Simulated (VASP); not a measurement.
A run of VASP 6.6.1:

INCAR

```
PREC = Accurate
ENCUT = 600
EDIFF = 1E-6
ISMEAR = 0
SIGMA = 0.02
LREAL = False
LASPH = True
NELM = 120
ALGO = Normal
ISIF = 2
LWAVE = False
LCHARG = False
GGA = PE
NBANDS = 33
GGA_COMPAT = False
```

KPOINTS

```
regular mesh
0
Gamma
  10 10 10
```

The input POSCAR:

```
TiO2
1.0
   -1.8921000000      1.8921000000      4.7573000000
    1.8921000000     -1.8921000000      4.7573000000
    1.8921000000      1.8921000000     -4.7573000000
Ti O
2 4
Direct
    0.0000000000      0.0000000000      0.0000000000
    0.7500000000      0.2500000000      0.5000000000
    0.2087868525      0.2087868525      0.0000000000
    0.9587868525      0.4587868525      0.5000000000
    0.5412131475      0.0412131475      0.5000000000
    0.7912131475      0.7912131475      0.0000000000
```

Potentials or basis: VASP PAW PBE potentials, release 64 (Ti_sv, O).

The run is started by

```console
$ cat potpaw_PBE.64/Ti_sv/POTCAR potpaw_PBE.64/O/POTCAR > POTCAR
$ mpirun -np 1 vasp_std > vasp.out
```

Hardware: 1 thread of Oxide Virtual Turin-like Processor, on a shared host.

Estimate the wall time of this run.

Run time: 16 min on 1 thread of Oxide Virtual Turin-like Processor, on a shared host, peak memory 0.43 GiB. Counts: scf iterations 16, k points 102.
